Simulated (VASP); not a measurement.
# TaN (Fm-3m) in VASP: single point with PBE

Aim: the single point of TaN with PBE.

Everything below comes from runs of VASP 6.6.1. Logs are shortened: lines on timing, memory, paths and dates and some standing lists are left out, and cuts for length are marked.

## (1) The cell of the first run

It takes space group Fm-3m (No. 225, cubic). The conventional cell has a = 4.358 Å, b = 4.358 Å, c = 4.358 Å, α = 90.00°, β = 90.00°, γ = 90.00°. Ta (site symmetry m-3m) has 6 N at 2.18 Å within 2.9 Å. Within 2.9 Å of N (site symmetry m-3m) lie 6 Ta at 2.18 Å.

## (2) Single point, PBE

The input, INCAR:

```
SYSTEM = TaN
PREC = Accurate ; ENCUT = 520
EDIFF = 1E-6 ; ISMEAR = 0
SIGMA = 0.05 ; LREAL = Auto
LASPH = .TRUE. ; NELM = 80
ALGO = Normal ; ISIF = 2
LWAVE = .FALSE. ; LCHARG = .FALSE.
GGA = PE ; NBANDS = 249
LUSENCCL = .FALSE.
```

The input, KPOINTS:

```
regular mesh
0
G
  2 2 2
  0 0 0
```

The input, POSCAR:

```
TaN
1.0
    0.0000000000      6.5370000000      6.5370000000
    6.5370000000      0.0000000000      6.5370000000
    6.5370000000      6.5370000000      0.0000000000
Ta N
27 27
Direct
    0.1666670000      0.1666670000      0.1666670000
    0.1666670000      0.1666670000      0.5000000000
    0.1666670000      0.1666670000      0.8333330000
    0.1666670000      0.5000000000      0.1666670000
    0.1666670000      0.5000000000      0.5000000000
    0.1666670000      0.5000000000      0.8333330000
    0.1666670000      0.8333330000      0.1666670000
    0.1666670000      0.8333330000      0.5000000000
    0.1666670000      0.8333330000      0.8333330000
    0.5000000000      0.1666670000      0.1666670000
    0.5000000000      0.1666670000      0.5000000000
    0.5000000000      0.1666670000      0.8333330000
    0.5000000000      0.5000000000      0.1666670000
    0.5000000000      0.5000000000      0.5000000000
    0.5000000000      0.5000000000      0.8333330000
    0.5000000000      0.8333330000      0.1666670000
    0.5000000000      0.8333330000      0.5000000000
    0.5000000000      0.8333330000      0.8333330000
    0.8333330000      0.1666670000      0.1666670000
    0.8333330000      0.1666670000      0.5000000000
    0.8333330000      0.1666670000      0.8333330000
    0.8333330000      0.5000000000      0.1666670000
    0.8333330000      0.5000000000      0.5000000000
    0.8333330000      0.5000000000      0.8333330000
    0.8333330000      0.8333330000      0.1666670000
    0.8333330000      0.8333330000      0.5000000000
    0.8333330000      0.8333330000      0.8333330000
    0.0000000000      0.0000000000      0.0000000000
    0.0000000000      0.0000000000      0.3333330000
    0.0000000000      0.0000000000      0.6666670000
    0.0000000000      0.3333330000      0.0000000000
    0.0000000000      0.3333330000      0.3333330000
    0.0000000000      0.3333330000      0.6666670000
    0.0000000000      0.6666670000      0.0000000000
    0.0000000000      0.6666670000      0.3333330000
    0.0000000000      0.6666670000      0.6666670000
    0.3333330000      0.0000000000      0.0000000000
    0.3333330000      0.0000000000      0.3333330000
    0.3333330000      0.0000000000      0.6666670000
    0.3333330000      0.3333330000      0.0000000000
    0.3333330000      0.3333330000      0.3333330000
    0.3333330000      0.3333330000      0.6666670000
    0.3333330000      0.6666670000      0.0000000000
    0.3333330000      0.6666670000      0.3333330000
    0.3333330000      0.6666670000      0.6666670000
    0.6666670000      0.0000000000      0.0000000000
    0.6666670000      0.0000000000      0.3333330000
    0.6666670000      0.0000000000      0.6666670000
    0.6666670000      0.3333330000      0.0000000000
    0.6666670000      0.3333330000      0.3333330000
    0.6666670000      0.3333330000      0.6666670000
    0.6666670000      0.6666670000      0.0000000000
    0.6666670000      0.6666670000      0.3333330000
    0.6666670000      0.6666670000      0.6666670000
```

Potentials or basis: VASP PAW PBE potentials, release 64 (Ta_pv, N).

On the command line:

```sh
cat potpaw_PBE.64/Ta_pv/POTCAR potpaw_PBE.64/N/POTCAR > POTCAR
mpirun -np 1 vasp_std > vasp.out
```

OUTCAR:

```text
SYSTEM = TaN
   PREC = Accurate
   ENCUT = 520
   EDIFF = 1E-6
   ISMEAR = 0
   LREAL = Auto
   LASPH = .TRUE.
   NELM = 80
   ISIF = 2
   GGA = PE

 ion  position               nearest neighbor table
   1  0.167  0.167  0.167-  32 2.18  38 2.18  40 2.18  37 2.18  31 2.18  29 2.18   2 3.08   4 3.08
                            10 3.08   8 3.08   6 3.08  12 3.08  16 3.08  20 3.08  22 3.08  19 3.08
   2  0.167  0.167  0.500-  41 2.18  39 2.18  33 2.18  30 2.18  32 2.18  38 2.18   1 3.08   3 3.08
                             4 3.08   5 3.08  10 3.08  11 3.08  21 3.08  23 3.08   9 3.08  17 3.08
   3  0.167  0.167  0.833-  42 2.18  33 2.18  37 2.18  39 2.18  31 2.18  28 2.18   5 3.08   6 3.08
                            11 3.08  12 3.08   2 3.08  18 3.08  24 3.08   9 3.08  19 3.08  21 3.08
   4  0.167  0.500  0.167-  41 2.18  35 2.18  43 2.18  34 2.18  32 2.18  40 2.18   1 3.08   2 3.08
                             5 3.08   7 3.08  10 3.08  13 3.08  23 3.08  25 3.08   9 3.08  15 3.08
   5  0.167  0.500  0.500-  42 2.18  44 2.18  36 2.18  33 2.18  35 2.18  41 2.18  11 3.08  13 3.08
                            14 3.08   2 3.08   3 3.08   4 3.08   6 3.08   7 3.08   8 3.08  24 3.08
   6  0.167  0.500  0.833-  36 2.18  40 2.18  42 2.18  45 2.18  31 2.18  34 2.18  15 3.08   3 3.08
                             5 3.08   8 3.08   9 3.08  12 3.08  14 3.08   1 3.08  27 3.08  22 3.08
   7  0.167  0.833  0.167-  44 2.18  35 2.18  37 2.18  43 2.18  29 2.18  28 2.18   5 3.08   8 3.08
                            13 3.08  16 3.08   4 3.08  18 3.08  26 3.08   9 3.08  19 3.08  25 3.08
   8  0.167  0.833  0.500-  36 2.18  38 2.18  44 2.18  45 2.18  29 2.18  30 2.18  17 3.08   5 3.08
                             6 3.08   7 3.08   9 3.08  14 3.08  16 3.08   1 3.08  27 3.08  20 3.08
   9  0.167  0.833  0.833-  45 2.18  34 2.18  39 2.18  43 2.18  30 2.18  28 2.18   8 3.08  15 3.08
[... 70 lines left out ...]
 A1 = (   0.0000000000,   6.5370000000,   6.5370000000)
 A2 = (   6.5370000000,   0.0000000000,   6.5370000000)
 A3 = (   6.5370000000,   6.5370000000,   0.0000000000)

Analysis of symmetry for initial positions (statically):
=====================================================================
 Subroutine PRICEL returns following result:

  LATTYP: Found a face centered cubic cell.
 ALAT       =     4.3580087160

  Lattice vectors:

 A1 = (   0.0000000000,   2.1789978210,   2.1789978210)
 A2 = (   2.1790043580,   0.0000000000,   2.1790043580)
 A3 = (   2.1789978210,   2.1789978210,   0.0000000000)

  27 primitive cells build up your supercell.

 Routine SETGRP: Setting up the symmetry group for a
 face centered cubic supercell.

 Subroutine GETGRP returns: Found 48 space group operations
 (whereof 48 operations were pure point group operations)
 out of a pool of 48 trial point group operations.

The static configuration has the point symmetry O_h .

Analysis of symmetry for dynamics (positions and initial velocities):
=====================================================================
 Subroutine PRICEL returns following result:

  LATTYP: Found a face centered cubic cell.
 ALAT       =     4.3580087160

  Lattice vectors:

 A1 = (   0.0000000000,   2.1789978210,   2.1789978210)
 A2 = (   2.1790043580,   0.0000000000,   2.1790043580)
 A3 = (   2.1789978210,   2.1789978210,   0.0000000000)

  27 primitive cells build up your supercell.

 Routine SETGRP: Setting up the symmetry group for a
 face centered cubic supercell.

 Subroutine GETGRP returns: Found 48 space group operations
 (whereof 48 operations were pure point group operations)
 out of a pool of 48 trial point group operations.

The dynamic configuration has the point symmetry O_h .

 Subroutine INISYM returns: Found 48 space group operations
 (whereof 48 operations are pure point group operations),
 and found    27 'primitive' translations

----------------------------------------------------------------------------------------

                                     Primitive cell

  volume of cell :      20.6920

  direct lattice vectors                    reciprocal lattice vectors
     0.000000000  2.178997821  2.178997821    -0.229463286  0.229463286  0.229463286
     2.179004358  0.000000000  2.179004358     0.229462598 -0.229462598  0.229462598
     2.178997821  2.178997821  0.000000000     0.229463286  0.229463286 -0.229463286

  length of vectors
     3.081568271  3.081577516  3.081568271     0.397442070  0.397440877  0.397442070

  position of ions in fractional coordinates (direct lattice)
     0.500001500  0.500000000  0.500001500
     1.000000000  0.999997000  1.000000000

  ion indices of the primitive-cell ions
   primitive index   ion index
                 1           1
                 2          41

----------------------------------------------------------------------------------------

 KPOINTS: regular mesh

Automatic generation of k-mesh.
 Grid dimensions read from file:
 generate k-points for:    2    2    2

 Generating k-lattice:

  Cartesian coordinates                     Fractional coordinates (reciprocal lattice)
    -0.038243843  0.038243843  0.038243843     0.500000000  0.000000000  0.000000000
     0.038243843 -0.038243843  0.038243843     0.000000000  0.500000000  0.000000000
     0.038243843  0.038243843 -0.038243843     0.000000000  0.000000000  0.500000000

  Length of vectors
     0.066240279  0.066240279  0.066240279

  Shift w.r.t. Gamma in fractional coordinates (k-lattice)
     0.000000000  0.000000000  0.000000000

 Subroutine IBZKPT returns following result:
 ===========================================

 Found      3 irreducible k-points:

 Following reciprocal coordinates:
            Coordinates               Weight
  0.000000  0.000000  0.000000      1.000000
  0.500000  0.000000  0.000000      4.000000
  0.500000  0.500000  0.000000      3.000000
   k-points           NKPTS =      3   k-points in BZ     NKDIM =      3   number of bands    NBANDS=    249
   number of dos      NEDOS =    301   number of ions     NIONS =     54
   total plane-waves  NPLWV = 343000
   dimension x,y,z NGX =    70 NGY =   70 NGZ =   70
   dimension x,y,z NGXF=   140 NGYF=  140 NGZF=  140
   ions per type =              27  27
   NGX,Y,Z   is equivalent  to a cutoff of  12.59, 12.59, 12.59 a.u.
   NGXF,Y,Z  is equivalent  to a cutoff of  25.18, 25.18, 25.18 a.u.
 SYSTEM =  TaN
   PREC   = accura    normal or accurate (medium, high low for compatibility)
   ISTART =      0    job   : 0-new  1-cont  2-samecut
   ICHARG =      2    charge: 1-file 2-atom 10-const
   ISPIN  =      1    spin polarized calculation?
   LNONCOLLINEAR =      F non collinear calculations
   LSORBIT =      F    spin-orbit coupling
   LASPH  =      T    aspherical Exc in radial PAW
   ENCUT  =  520.0 eV  38.22 Ry    6.18 a.u.  17.19 17.19 17.19*2*pi/ulx,y,z
   NELM   =     80;   NELMIN=  2; NELMDL= -5     # of ELM steps
   EDIFF  = 0.1E-05   stopping-criterion for ELM
   LREAL  =      T    real-space projection
   EDIFFG = 0.1E-04   stopping-criterion for IOM
   NSW    =      0    number of steps for IOM
   IBRION =     -1    ionic relax: 0-MD 1-quasi-New 2-CG
   NFREE  =      0    steps in history (QN), initial steepest desc. (CG)
   ISIF   =      2    stress and relaxation
   ISYM   =      2    0-nonsym 1-usesym 2-fastsym
   POTIM  = 0.5000    time-step for ionic-motion
   TEBEG  =    0.0;   TEEND  =   0.0 temperature during run
   PSTRESS=    0.0 pullay stress
   NELECT =     432.0000    total number of electrons
   NUPDOWN=      -1.0000    fix difference up-down
   EMIN   =  10.00;   EMAX   =-10.00  energy-range for DOS
   EFERMI =   0.00;   METHOD = LEGACY
   ISMEAR =     0;   SIGMA  =   0.05  broadening in eV -4-tet -1-fermi 0-gaus
   EFERMI_NEDOS =   21; number of points for ismear=-14 and -15
   IALGO  =     38    algorithm
   IMIX   =      4    mixing-type and parameters
     AMIX     =   0.40;   BMIX     =  1.00
     AMIX_MAG =   1.60;   BMIX_MAG =  1.00
  volume/ion in A,a.u.               =      10.35        69.82
  Fermi-wavevector in a.u.,A,eV,Ry     =   1.502615  2.839530 30.719922  2.257851
  Thomas-Fermi vector in A             =   2.613832
   LORBIT       =      0    0 simple, 1 ext, 2 COOP (PROOUT), +10 PAW based schemes
   GGA     = PE    functional components
   LHFCALC =     F    Hartree Fock is set to
   AEXX    =    0.0000 exact exchange contribution
   IVDW    =     0    specifies the selected vdW correction
   LEPSILON=     F    determine dielectric tensor
   LRPA    =     F    only Hartree local field effects (RPA)
 non-spin polarized calculation
 Gauss-broadening in eV      SIGMA  =   0.05
  energy-cutoff  :      520.00
  volume of cell :      558.68
 maximum number of plane-waves:     15065
 NGX is ok and might be reduce to    70
   NGX = 35   NGY = 35   NGZ = 35

 number of electron     432.0000005 magnetization

 Free energy of the ion-electron system (eV)
  ---------------------------------------------------
  ext. energy  EPLUGINS =         0.00000000
  ---------------------------------------------------
  free energy    TOTEN  =      -586.45983584 eV

  energy without entropy =     -586.40063894  energy(sigma->0) =     -586.43023739

 E-fermi :   9.9237     XC(G=0): -13.5900

 val. band max:        9.7799019046   @ k =   0.5000   0.0000   0.0000
 cond. band min:       9.9237447409   @ k =   0.0000   0.0000   0.0000
 fundamental gap:      0.1438428364
 Fermi energy:         9.9237139186

 k-point     1 :       0.0000    0.0000    0.0000
  band No.  band energies     occupation
      1     -26.5990      2.00000
      2     -26.5990      2.00000
      3     -26.5990      2.00000
      4     -26.5990      2.00000
      5     -26.5990      2.00000
      6     -26.5990      2.00000
[... 682 lines left out ...]
    227      10.9535      0.00000
    228      10.9535      0.00000
 [bands above 228 left out]

------------------------ aborting loop because EDIFF is reached ----------------------------------------

  FORCE on cell =-STRESS in cart. coord.  units (eV):
  Direction    XX          YY          ZZ          XY          YZ          ZX
  --------------------------------------------------------------------------------------
  -------------------------------------------------------------------------------------
  Total       55.9156872     55.9156872     55.9156872      0.0000000     -0.0000000      0.0000000
  in kB      160.3536310    160.3536310    160.3536310      0.0000000     -0.0000000      0.0000000
  external PRESSURE =     160.3536310 kB  Pullay stress =       0.0000000 kB

 VOLUME and BASIS-vectors are now :
 -----------------------------------------------------------------------------
  energy-cutoff  :      520.00
  volume of cell :      558.68
      direct lattice vectors                 reciprocal lattice vectors
     0.000000000  6.537000000  6.537000000    -0.076487685  0.076487685  0.076487685
     6.537000000  0.000000000  6.537000000     0.076487685 -0.076487685  0.076487685
     6.537000000  6.537000000  0.000000000     0.076487685  0.076487685 -0.076487685

 POSITION                                       TOTAL-FORCE (eV/Angst)
 -----------------------------------------------------------------------------------
      2.17900      2.17900      2.17900        -0.000000      0.000000      0.000000
      4.35800      4.35800      2.17900         0.000000      0.000000      0.000000
      6.53700      6.53700      2.17900        -0.000000      0.000000      0.000000
      4.35800      2.17900      4.35800         0.000000     -0.000000     -0.000000
      6.53700      4.35800      4.35800        -0.000000     -0.000000     -0.000000
      8.71600      6.53700      4.35800        -0.000000      0.000000     -0.000000
[... 46 lines left out ...]
      6.53700      6.53700      8.71600        -0.000000     -0.000000      0.000000
      8.71600      8.71600      8.71600         0.000000     -0.000000      0.000000
 -----------------------------------------------------------------------------------
    total drift:                                0.000000      0.000000      0.000000

  FREE ENERGIE OF THE ION-ELECTRON SYSTEM (eV)
  ---------------------------------------------------
  free  energy   TOTEN  =      -586.4598358438 eV

  energy  without entropy=     -586.4006389386  energy(sigma->0) =     -586.43023739
```

It took 1.8 min on 1 × NVIDIA H100 80GB with 1 thread of AMD EPYC 7R13 (Zen 3), shared host; peak memory 1.8 GiB.

Results:

| Item | Value |
| --- | --- |
| Free energy | -586.4598 eV |
| Pressure | 16.0 GPa |
| Band gap on the k mesh | zero (band 216 reaches 10.01 eV, above the bottom of band 217 at 9.33 eV) |

Caveat: the k points lie up to 0.42 Å⁻¹ apart; spin-orbit coupling is left out, which moves the levels of the heavy elements.
